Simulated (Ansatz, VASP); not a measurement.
## Hg: VASP beside Ansatz

INCAR

```
SYSTEM = Hg
PREC = Accurate
ENCUT = 500
EDIFF = 1E-6
ISMEAR = 0
SIGMA = 0.1
LREAL = .False.
LASPH = .True.
NELM = 120
ALGO = Normal
ISIF = 2
LWAVE = .False.
LCHARG = .False.
GGA = PS
NBANDS = 12
GGA_COMPAT = .False.
```

Contents of KPOINTS:

```
regular mesh
0
Gamma
  9 9 6
  0 0 0
```

The input POSCAR:

```
Hg
1.0
    2.8759249343      0.0000000000      0.0000000000
   -1.4379624672      2.4906240525      0.0000000000
    0.0000000000      0.0000000000      2.8707749602
Hg
1
Direct
    0.0000000000      0.0000000000      0.0000000000
```

Input for Ansatz:

```yaml
crystal:
  lattice:
    - [2.8759249343, 0.0, 0.0]
    - [-1.4379624672, 2.4906240525, 0.0]
    - [0.0, 0.0, 2.8707749602]
  atoms:
    - { symbol: Hg, position: [0.0, 0.0, 0.0] }
basis:
  ecutwfc: 420
kpoints:
  mp_grid: { grid: [9, 9, 6] }
hamiltonian:
  xc: pbesol
scf:
  occupations: { method: gaussian, width: 0.1 }
output:
  forces: true
  stress: true
  eigenvalues: true
```

Alike in both runs: task single point; functional PBEsol; k mesh 9 × 9 × 6; occupations gaussian, width 0.1 eV; no spin polarisation.

|  | VASP | Ansatz |
| --- | --- | --- |
| version | VASP 6.6.1 | Ansatz 0.2.0 |
| potentials or method | VASP PAW PBE potentials, release 64 (Hg), cutoff 500 eV | scalar-relativistic, plane waves, PAW |
| valence electrons in the cell | 12 | 20 |

Ansatz gave:

- gap on the k mesh at the Fermi level (eV): none
- pressure (GPa): 13.8
- traceless stress, the component that is largest in VASP (GPa): -2.32

Q: Which values does VASP return?

A: gap on the k mesh at the Fermi level (eV): none; pressure (GPa): 14.8; traceless stress, the component that is largest in VASP (GPa): -2.56.

VASP's potentials were made for PBE, not for PBEsol. A gap of «none» marks a metal or a gap that the smearing closes. With one functional, cell and mesh, what is left measures potentials, basis and numerics. VASP's potentials hold 12 valence electrons a cell and Ansatz's 20, so a difference there can come from the potentials and not from the codes.

The k mesh is coarse, so the values compare programs but aren't converged. Spin-orbit coupling is off throughout.
